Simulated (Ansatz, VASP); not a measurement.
# Gd: VASP beside Ansatz

```
Gd
1.0
     2.59737    0.00000    0.00000
     0.00000    2.59737    0.00000
     0.00000    0.00000    2.59737
Gd
1
Direct
  0.00000 0.00000 0.00000
```

Change from the starting cell: volume scaled by 0.5, LAPW.

Alike in both runs: task single point; functional PBE; k mesh 13 × 13 × 13; occupations fermi-dirac, width 0.08 eV; collinear spin.

```csv
,VASP,Ansatz
version,VASP 6.6.1,Ansatz 0.2.0
potentials or method,"VASP PAW PBE potentials, release 64 (Gd), cutoff 520 eV","all-electron LAPW, scalar-relativistic"
```

```tsv
	VASP	Ansatz	Ansatz less VASP
pressure (GPa)	59.8	58.3	-1.51
net moment per atom (μB)	6.85	6.84	-0.012
size of the moment on the site where the two differ most (μB)	6.61	6.75	+0.141
```

Site moments also hang on the region over which each program counts them. Both programs put the cell under a high pressure, so it lies far from rest at this level. Ansatz ran all-electron here, and VASP with PAW potentials.

Spin-orbit coupling is off throughout.
